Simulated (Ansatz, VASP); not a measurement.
NbAs: VASP beside Ansatz

```
Nb As
1.0
    -0.00652    2.63273    2.65721
     2.66009   -0.02451    2.67521
     2.62772    2.61835    0.00786
Nb As
1 1
Direct
  0.50756 0.50367 0.49596
  0.99244 0.99633 0.00404
```

Change from the starting cell: all atoms moved at random (sigma 0.06 Å), cell strained at random (1 %).

Alike in both runs: task single point; functional r2SCAN; k mesh 12 × 12 × 12; occupations gaussian, width 0.05 eV; no spin polarisation.

```csv
,VASP,Ansatz
version,VASP 6.6.1,Ansatz 0.2.0
potentials or method,"VASP PAW PBE potentials, release 64 (Nb_sv, As), cutoff 520 eV","scalar-relativistic, plane waves, PAW"
valence electrons in the cell,18,28
```

Ansatz gave:

```
gap on the k mesh at the Fermi level (eV)                     : none
pressure (GPa)                                                : -3.0
traceless stress, the component that is largest in VASP (GPa) : 0.93
rms of the force components (eV/Å)                            : 0.186
```

Task: What did VASP give for the same quantities?

Result: gap on the k mesh at the Fermi level (eV): none; pressure (GPa): -3.0; traceless stress, the component that is largest in VASP (GPa): 0.93; rms of the force components (eV/Å): 0.185.

VASP's potentials were made for PBE, not for r2SCAN. Atom by atom the forces differ by 0.001 eV/Å (rms over components). A gap of «none» marks a metal or a gap that the smearing closes. The functional is the same, so the differences come from potentials, cutoffs and numerics. VASP's potentials hold 18 valence electrons a cell and Ansatz's 28, so a difference there can come from the potentials and not from the codes.
